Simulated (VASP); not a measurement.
Wanted: the native input for a VASP 6.6.1 run.

- Task: electric field gradients
- Functional: PBEsol
- Potentials or basis: VASP PAW PBE potentials, release 64 (Zn, Cu)
- Cutoff: 520 eV
- k mesh: 15 × 15 × 9
- Occupations: fermi-dirac, width 0.05 eV
- Spin: no spin polarisation
- Dipole correction: no
- Further INCAR settings: ALGO = Normal; EDIFF = 1e-08; NBANDS = 18

The structure of ZnCu lies in POSCAR:

```
ZnCu
1.0
    1.4880390000     -2.1212790000      0.0000000000
    1.4880390000      2.1212790000      0.0000000000
    0.0000000000      0.0000000000      4.1407460000
Zn Cu
1 1
Direct
    0.5000000000      0.5000000000      0.5000000000
    0.0000000000      0.0000000000      0.0000000000
```

These files were run (other wordings do the same):

INCAR

```
SYSTEM = ZnCu
ALGO = Normal ; EDIFF = 1E-8
ENCUT = 520 ; GGA = PS
ISIF = 2 ; ISMEAR = -1
LASPH = .TRUE. ; LCHARG = .FALSE.
LEFG = .TRUE. ; LREAL = .FALSE.
LWAVE = .FALSE. ; NBANDS = 18
NELM = 100 ; PREC = Accurate
SIGMA = 0.05
```

KPOINTS

```
k-points
0
G
  15 15 9
  0 0 0
```

Potentials or basis: VASP PAW PBE potentials, release 64 (Zn, Cu).

Command:

```console
$ cat potpaw_PBE.64/Zn/POTCAR potpaw_PBE.64/Cu/POTCAR > POTCAR
$ mpirun -np 1 vasp_std > vasp.out
```

It gave:

```
Pressure                                : -5.9 GPa
Band gap on the k mesh                  : zero (an odd number of electrons rules out a gap without spin polarisation)
Largest electric field gradient by atom : Zn -17.4; Cu +14.4 V/Å²
```

Caveat: the cell stands under tension; without QUAD_EFG the Cq values of the log hold for a quadrupole moment of 1 mb, not for the nuclei; the PAW data sets were made with another functional, which shifts forces and pressure a little.

Wall time 2.8 min on 1 thread of Oxide Virtual Turin-like Processor, with other jobs on the host, peak memory 0.23 GiB.
